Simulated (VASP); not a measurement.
Input of a VASP 6.6.1 run:

File INCAR:

```
ALGO     = Normal         # electronic algorithm
EDIFF    = 1E-7           # SCF threshold, eV
ENCUT    = 520            # plane-wave cutoff, eV
GGA      = PS             # functional
ISIF     = 2              # what is computed and relaxed
ISMEAR   = -1             # smearing method
LASPH    = True           # aspherical terms in the spheres
LCHARG   = False          # write CHGCAR
LREAL    = False          # projectors in reciprocal space
LWAVE    = False          # write WAVECAR
NBANDS   = 16             # bands
NELM     = 80             # most SCF steps
PREC     = Accurate       # precision mode
SIGMA    = 0.05           # smearing width, eV
```

KPOINTS

```
k-points
0
Gamma
  10 10 10
```

File POSCAR:

```
CuO
1.0
    0.0000000000      2.3728967245      2.3728967245
    2.3728967245      0.0000000000      2.3728967245
    2.3728967245      2.3728967245      0.0000000000
Cu O
1 1
Direct
    0.0000000000      0.0000000000      0.0000000000
    0.2500000000      0.2500000000      0.2500000000
```

Potentials or basis: VASP PAW PBE potentials, release 64 (Cu, O).

Launch:

```bash
$ cat potpaw_PBE.64/Cu/POTCAR potpaw_PBE.64/O/POTCAR > POTCAR
$ mpirun -np 1 vasp_std > vasp.out
```

(1) Estimate the pressure.

Answers

(1) -19.1 GPa.

Caveat: the PAW data sets were made with another functional, which shifts forces and pressure a little; an odd number of electrons without spin polarisation forces a metal; a magnetic or distorted state may lie lower.
